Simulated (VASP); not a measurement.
Wanted: the native input for a VASP 6.6.1 run.

| Item | Value |
| --- | --- |
| Task | single point |
| Functional | PBE |
| Potentials or basis | VASP PAW PBE potentials, release 64 (Ti_sv, Si, Mo_sv) |
| Cutoff | 520 eV |
| k mesh | 6 × 6 × 6 |
| Occupations | gaussian, width 0.1 eV |
| Spin | no spin polarisation |
| Dipole correction | no |
| Further INCAR settings | ALGO = Normal; EDIFF = 1e-06; NBANDS = 30 |

The structure of TiSi4Mo lies in POSCAR:

```
TiSi4Mo
1.0
    3.6731862000      0.0000000000      0.0000000000
    0.0000000000      1.8185815400      6.9640643000
    0.0000000000     -1.8185815400      6.9640643000
Ti Si Mo
1 4 1
Direct
    0.5000000000      0.1031180700      0.1031180700
    0.5000000000      0.4417485600      0.4417485600
    0.0000000000      0.5582514400      0.5582514400
    0.5000000000      0.7503148200      0.7503148200
    0.0000000000      0.2496851800      0.2496851800
    0.0000000000      0.8968819300      0.8968819300
```

These files were run (other wordings do the same):

INCAR

```
SYSTEM = TiSi4Mo
PREC = Accurate
ENCUT = 520
EDIFF = 1E-6
ISMEAR = 0
SIGMA = 0.1
LREAL = .FALSE.
LASPH = .TRUE.
NELM = 60
ALGO = Normal
ISIF = 2
LWAVE = .FALSE.
LCHARG = .TRUE.
GGA = PE
LELF = .TRUE.
LVHAR = .TRUE.
NBANDS = 30
```

KPOINTS

```
regular mesh
0
G
  6 6 6
  0 0 0
```

Potentials or basis: VASP PAW PBE potentials, release 64 (Ti_sv, Si, Mo_sv).

The run is started by

```bash
$ cat potpaw_PBE.64/Ti_sv/POTCAR potpaw_PBE.64/Si/POTCAR potpaw_PBE.64/Mo_sv/POTCAR > POTCAR
$ mpirun -np 1 vasp_std > vasp.out
```

It gave:

The pressure is -11.1 GPa and the largest force is 0.916 eV/Å. The band gap on the k mesh is zero (bands 21 and 22 overlap by 0.82 eV).

Caveat: the cell stands under tension.

Run time: 2.3 min on 1 thread of Intel(R) Xeon(R) 6975P-C (Granite Rapids), on a shared host, peak memory 0.34 GiB.
